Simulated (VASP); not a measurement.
# Al4Ni3 in VASP: further runs

The runs below take Al4Ni3 through single point, with PBEsol.

Program: VASP 6.6.1. These are calculated values, not measurements. Logs are shortened: lines on timing, memory, paths and dates and some standing lists are left out, and cuts for length are marked.

## (1) The cell of the first run

The cell holds a slab with vacuum, 7 atoms: a = 2.862 Å, b = 2.862 Å, c = 23.586 Å, α = 90.00°, β = 90.00°, γ = 90.00°.

## (2) Single point, PBEsol

File INCAR:

```
SYSTEM = Al4Ni3
PREC = Accurate ; ENCUT = 520
EDIFF = 1E-7 ; ISMEAR = 0
SIGMA = 0.1 ; LREAL = .FALSE.
LASPH = .TRUE. ; NELM = 60
ALGO = Fast ; ISIF = 2
LWAVE = .FALSE. ; LCHARG = .TRUE.
LDIPOL = .TRUE. ; IDIPOL = 3
DIPOL = 0.5 0.5 0.500 ; GGA = PS
LELF = .TRUE. ; LVHAR = .TRUE.
LVACPOTAV = .TRUE. ; NBANDS = 30
```

File KPOINTS:

```
Automatic mesh
0
G
  12 12 1
  0 0 0
```

File POSCAR:

```
Al4Ni3
1.0
    2.8621655562      0.0000000000      0.0000000000
    0.0000000000      2.8621655562      0.0000000000
    0.0000000000      0.0000000000     23.5864966686
Al Ni
4 3
Direct
    0.0000000000      0.0000000000      0.3179785496
    0.0000000000      0.0000000000      0.4393261832
    0.0000000000      0.0000000000      0.5606738168
    0.0000000000      0.0000000000      0.6820214504
    0.5000000000      0.5000000000      0.3786523664
    0.5000000000      0.5000000000      0.5000000000
    0.5000000000      0.5000000000      0.6213476336
```

Potentials or basis: VASP PAW PBE potentials, release 64 (Al, Ni).

The run is started by

```sh
cat potpaw_PBE.64/Al/POTCAR potpaw_PBE.64/Ni/POTCAR > POTCAR
mpirun -np 1 vasp_std > vasp.out
```

OUTCAR:

```text
SYSTEM = Al4Ni3
   PREC = Accurate
   ENCUT = 520
   EDIFF = 1E-7
   ISMEAR = 0
   LREAL = .FALSE.
   LASPH = .TRUE.
   NELM = 60
   ISIF = 2
   GGA = PS

 ion  position               nearest neighbor table
   1  0.000  0.000  0.318-   5 2.48   5 2.48   5 2.48   5 2.48   2 2.86
   2  0.000  0.000  0.439-   6 2.48   6 2.48   6 2.48   6 2.48   5 2.48   5 2.48   5 2.48   5 2.48
                             3 2.86   1 2.86
   3  0.000  0.000  0.561-   6 2.48   6 2.48   6 2.48   6 2.48   7 2.48   7 2.48   7 2.48   7 2.48
                             2 2.86   4 2.86
   4  0.000  0.000  0.682-   7 2.48   7 2.48   7 2.48   7 2.48   3 2.86
   5  0.500  0.500  0.379-   1 2.48   1 2.48   1 2.48   1 2.48   2 2.48   2 2.48   2 2.48   2 2.48
                             6 2.86
   6  0.500  0.500  0.500-   2 2.48   3 2.48   2 2.48   3 2.48   2 2.48   3 2.48   2 2.48   3 2.48
                             5 2.86   7 2.86
   7  0.500  0.500  0.621-   4 2.48   4 2.48   4 2.48   4 2.48   3 2.48   3 2.48   3 2.48   3 2.48
                             6 2.86

  LATTYP: Found a simple tetragonal cell.
 ALAT       =     2.8621655562
 C/A-ratio  =     8.2407869865

  Lattice vectors:

 A1 = (   2.8621655562,   0.0000000000,   0.0000000000)
 A2 = (   0.0000000000,   2.8621655562,   0.0000000000)
 A3 = (   0.0000000000,   0.0000000000,  23.5864966686)

Analysis of symmetry for initial positions (statically):
=====================================================================
 Subroutine PRICEL returns:
 Original cell was already a primitive cell.

 Routine SETGRP: Setting up the symmetry group for a
 simple tetragonal supercell.

 Subroutine GETGRP returns: Found 16 space group operations
 (whereof 16 operations were pure point group operations)
 out of a pool of 16 trial point group operations.

The static configuration has the point symmetry D_4h.

Analysis of symmetry for dynamics (positions and initial velocities):
=====================================================================
 Subroutine PRICEL returns:
 Original cell was already a primitive cell.

 Routine SETGRP: Setting up the symmetry group for a
 simple tetragonal supercell.

 Subroutine GETGRP returns: Found 16 space group operations
 (whereof 16 operations were pure point group operations)
 out of a pool of 16 trial point group operations.

The dynamic configuration has the point symmetry D_4h.

 Subroutine INISYM returns: Found 16 space group operations
 (whereof 16 operations are pure point group operations),
 and found     1 'primitive' translations

----------------------------------------------------------------------------------------

                                     Primitive cell

  volume of cell :     193.2204

  direct lattice vectors                    reciprocal lattice vectors
     2.862165556  0.000000000  0.000000000     0.349385799  0.000000000  0.000000000
     0.000000000  2.862165556  0.000000000     0.000000000  0.349385799  0.000000000
     0.000000000  0.000000000 23.586496669     0.000000000  0.000000000  0.042397140

  length of vectors
     2.862165556  2.862165556 23.586496669     0.349385799  0.349385799  0.042397140

  position of ions in fractional coordinates (direct lattice)
     0.000000000  0.000000000  0.317978550
     0.000000000  0.000000000  0.439326183
     0.000000000  0.000000000  0.560673817
     0.000000000  0.000000000  0.682021450
     0.500000000  0.500000000  0.378652366
     0.500000000  0.500000000  0.500000000
     0.500000000  0.500000000  0.621347634

  ion indices of the primitive-cell ions
   primitive index   ion index
                 1           1
                 2           2
                 3           3
                 4           4
                 5           5
                 6           6
                 7           7

----------------------------------------------------------------------------------------

 KPOINTS: Automatic mesh

Automatic generation of k-mesh.
 Grid dimensions read from file:
 generate k-points for:   12   12    1

 Generating k-lattice:

  Cartesian coordinates                     Fractional coordinates (reciprocal lattice)
     0.029115483  0.000000000  0.000000000     0.083333333  0.000000000  0.000000000
     0.000000000  0.029115483  0.000000000     0.000000000  0.083333333  0.000000000
     0.000000000  0.000000000  0.042397140     0.000000000  0.000000000  1.000000000

  Length of vectors
     0.029115483  0.029115483  0.042397140

  Shift w.r.t. Gamma in fractional coordinates (k-lattice)
     0.000000000  0.000000000  0.000000000

 Subroutine IBZKPT returns following result:
 ===========================================

 Found     28 irreducible k-points:

 Following reciprocal coordinates:
            Coordinates               Weight
  0.000000  0.000000  0.000000      1.000000
  0.083333  0.000000  0.000000      4.000000
  0.166667  0.000000  0.000000      4.000000
  0.250000  0.000000  0.000000      4.000000
  0.333333  0.000000  0.000000      4.000000
  0.416667  0.000000  0.000000      4.000000
[... 16 lines left out ...]
  0.333333  0.333333  0.000000      4.000000
  0.416667  0.333333  0.000000      8.000000
 [... further k-points ...]
   k-points           NKPTS =     28   k-points in BZ     NKDIM =     28   number of bands    NBANDS=     30
   number of dos      NEDOS =    301   number of ions     NIONS =      7
   total plane-waves  NPLWV = 103680
   dimension x,y,z NGX =    24 NGY =   24 NGZ =  180
   dimension x,y,z NGXF=    48 NGYF=   48 NGZF=  360
   ions per type =               4   3
   NGX,Y,Z   is equivalent  to a cutoff of  13.94, 13.94, 12.69 a.u.
   NGXF,Y,Z  is equivalent  to a cutoff of  27.88, 27.88, 25.37 a.u.
 SYSTEM =  Al4Ni3
   PREC   = accura    normal or accurate (medium, high low for compatibility)
   ISTART =      0    job   : 0-new  1-cont  2-samecut
   ICHARG =      2    charge: 1-file 2-atom 10-const
   ISPIN  =      1    spin polarized calculation?
   LNONCOLLINEAR =      F non collinear calculations
   LSORBIT =      F    spin-orbit coupling
   LASPH  =      T    aspherical Exc in radial PAW
   ENCUT  =  520.0 eV  38.22 Ry    6.18 a.u.   5.32  5.32 43.86*2*pi/ulx,y,z
   NELM   =     60;   NELMIN=  2; NELMDL= -5     # of ELM steps
   EDIFF  = 0.1E-06   stopping-criterion for ELM
   LREAL  =      F    real-space projection
   EDIFFG = 0.1E-05   stopping-criterion for IOM
   NSW    =      0    number of steps for IOM
   IBRION =     -1    ionic relax: 0-MD 1-quasi-New 2-CG
   NFREE  =      0    steps in history (QN), initial steepest desc. (CG)
   ISIF   =      2    stress and relaxation
   ISYM   =      2    0-nonsym 1-usesym 2-fastsym
   POTIM  = 0.5000    time-step for ionic-motion
   TEBEG  =    0.0;   TEEND  =   0.0 temperature during run
   PSTRESS=    0.0 pullay stress
   NELECT =      42.0000    total number of electrons
   NUPDOWN=      -1.0000    fix difference up-down
   EMIN   =  10.00;   EMAX   =-10.00  energy-range for DOS
   EFERMI =   0.00;   METHOD = LEGACY
   ISMEAR =     0;   SIGMA  =   0.10  broadening in eV -4-tet -1-fermi 0-gaus
   EFERMI_NEDOS =   21; number of points for ismear=-14 and -15
   IALGO  =     68    algorithm
   IMIX   =      4    mixing-type and parameters
     AMIX     =   0.40;   BMIX     =  1.00
     AMIX_MAG =   1.60;   BMIX_MAG =  1.00
  volume/ion in A,a.u.               =      27.60       186.27
  Fermi-wavevector in a.u.,A,eV,Ry     =   0.984329  1.860112 13.182734  0.968904
  Thomas-Fermi vector in A             =   2.115554
   LORBIT       =      0    0 simple, 1 ext, 2 COOP (PROOUT), +10 PAW based schemes
   GGA     = PS    functional components
   LHFCALC =     F    Hartree Fock is set to
   AEXX    =    0.0000 exact exchange contribution
   IVDW    =     0    specifies the selected vdW correction
   LEPSILON=     F    determine dielectric tensor
   LRPA    =     F    only Hartree local field effects (RPA)
 non-spin polarized calculation
 RMM-DIIS sequential band-by-band and
 Gauss-broadening in eV      SIGMA  =   0.10
  energy-cutoff  :      520.00
  volume of cell :      193.22
 maximum number of plane-waves:      5254
 NGX is ok and might be reduce to    24
   NGX = 11   NGY = 11   NGZ = 87

 dipolmoment           0.000000      0.000000      0.000000 electrons x Angstroem

 number of electron      42.0000015 magnetization

 dipolmoment           0.000000      0.000000     -0.000000 electrons x Angstroem

 Free energy of the ion-electron system (eV)
  ---------------------------------------------------
  ext. energy  EPLUGINS =         0.00000000
  ---------------------------------------------------
  free energy    TOTEN  =       -37.27756356 eV

  energy without entropy =      -37.25301904  energy(sigma->0) =      -37.26529130

 E-fermi :   2.1532     XC(G=0):  -6.2183

 val. band max:        2.1529742342   @ k =   0.3333   0.0000   0.0000
 cond. band min:       2.1579258251   @ k =   0.5000   0.0833   0.0000
 fundamental gap:      0.0049515909
 Fermi energy:         2.1531742673

 k-point     1 :       0.0000    0.0000    0.0000
  band No.  band energies     occupation
      1      -8.8823      2.00000
      2      -8.0110      2.00000
      3      -6.6390      2.00000
      4      -4.9644      2.00000
      5      -3.1549      2.00000
      6      -1.7989      2.00000
[... 22 lines left out ...]
     29       8.9071      0.00000
     30       8.9071      0.00000

 k-point     2 :       0.0833    0.0000    0.0000
  band No.  band energies     occupation
      1      -8.7532      2.00000
      2      -7.8840      2.00000
      3      -6.5161      2.00000
      4      -4.8704      2.00000
      5      -3.0487      2.00000
      6      -1.7285      2.00000
[... 718 lines left out ...]
 k-point    24 :       0.4167    0.3333    0.0000
  band No.  band energies     occupation
      1      -4.2291      2.00000
      2      -3.6078      2.00000
      3      -2.7107      2.00000
      4      -2.2703      2.00000
      5      -2.1386      2.00000
      6      -1.8304      2.00000
[... 22 lines left out ...]
     29       6.4200      0.00000
     30       6.9244      0.00000

 [... further k-points ...]

------------------------ aborting loop because EDIFF is reached ----------------------------------------

  FORCE on cell =-STRESS in cart. coord.  units (eV):
  Direction    XX          YY          ZZ          XY          YZ          ZX
  --------------------------------------------------------------------------------------
  -------------------------------------------------------------------------------------
  Total       -2.0681949     -2.0681949      0.0848561      0.0000000      0.0000000      0.0000000
  in kB      -17.1494073    -17.1494073      0.7036242      0.0000000      0.0000000      0.0000000
  external PRESSURE =     -11.1983968 kB  Pullay stress =       0.0000000 kB

 VOLUME and BASIS-vectors are now :
 -----------------------------------------------------------------------------
  energy-cutoff  :      520.00
  volume of cell :      193.22
      direct lattice vectors                 reciprocal lattice vectors
     2.862165556  0.000000000  0.000000000     0.349385799  0.000000000  0.000000000
     0.000000000  2.862165556  0.000000000     0.000000000  0.349385799  0.000000000
     0.000000000  0.000000000 23.586496669     0.000000000  0.000000000  0.042397140

 POSITION                                       TOTAL-FORCE (eV/Angst)
 -----------------------------------------------------------------------------------
      0.00000      0.00000      7.50000         0.000000     -0.000000      0.178889
      0.00000      0.00000     10.36217         0.000000      0.000000     -0.028041
      0.00000      0.00000     13.22433         0.000000     -0.000000      0.028041
      0.00000      0.00000     16.08650         0.000000      0.000000     -0.178889
      1.43108      1.43108      8.93108         0.000000      0.000000     -0.269310
      1.43108      1.43108     11.79325         0.000000      0.000000      0.000000
      1.43108      1.43108     14.65541         0.000000      0.000000      0.269310
 -----------------------------------------------------------------------------------
    total drift:                                0.000000      0.000000     -0.000000

  FREE ENERGIE OF THE ION-ELECTRON SYSTEM (eV)
  ---------------------------------------------------
  free  energy   TOTEN  =       -37.2775635642 eV

  energy  without entropy=      -37.2530190443  energy(sigma->0) =      -37.26529130

 vacuum level on the upper side and lower side of the slab         6.428         6.428
```

Run time: 4.1 min. Hardware: 1 thread of AMD EPYC 7R13 (Zen 3), shared host; peak memory 0.36 GiB.

Results:

```yaml
Free_energy: -37.2776 eV
Largest_force: 0.269 eV/Å
Band_gap_on_the_k_mesh: zero (bands 21 and 22 overlap by 1.50 eV)
```

Forces on the atoms (eV/Å):
```
Al   0.000  0.000  0.179
Al   0.000  0.000 -0.028
Al   0.000  0.000  0.028
Al   0.000  0.000 -0.179
Ni   0.000  0.000 -0.269
Ni   0.000  0.000  0.000
Ni   0.000  0.000  0.269
```

Caveat: the PAW data sets were made with another functional, which shifts forces and pressure a little. Spin polarisation is off, so any magnetic state and its effect on volume and gap are missing.

[end of part 1 of 2]
